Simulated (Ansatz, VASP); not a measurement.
## One calculation of Cd, two programs

```xyz
4
Lattice="3.0669 0.0000 0.0000 -1.5335 2.6560 0.0000 0.0000 0.0000 9.7619" Properties=species:S:1:pos:R:3 pbc="T T T"
Cd    3.0669    0.0000    0.0000
Cd    1.5335    2.6560    4.8810
Cd    0.0000    1.7707    2.4405
Cd    1.5335    0.8853    7.3214
```

Alike in both runs: task single point; functional r2SCAN; k mesh 13 × 13 × 4; occupations fermi-dirac, width 0.1 eV; no spin polarisation.

|  | VASP | Ansatz |
| --- | --- | --- |
| version | VASP 6.6.1 | Ansatz 0.2.0 |
| potentials or method | VASP PAW PBE potentials, release 64 (Cd), cutoff 520 eV | plane waves (500 eV) with PAW, scalar-relativistic |
| valence electrons in the cell | 48 | 80 |

|  | VASP | Ansatz | Ansatz less VASP |
| --- | --- | --- | --- |
| pressure (GPa) | 6.3 | 5.8 | -0.51 |
| traceless stress, the component that is largest in VASP (GPa) | 0.23 | 0.21 | -0.017 |

VASP's potentials were made for PBE, not for r2SCAN. The functional is the same, so the differences come from potentials, cutoffs and numerics. VASP's potentials hold 48 valence electrons a cell and Ansatz's 80, so a difference there can come from the potentials and not from the codes.
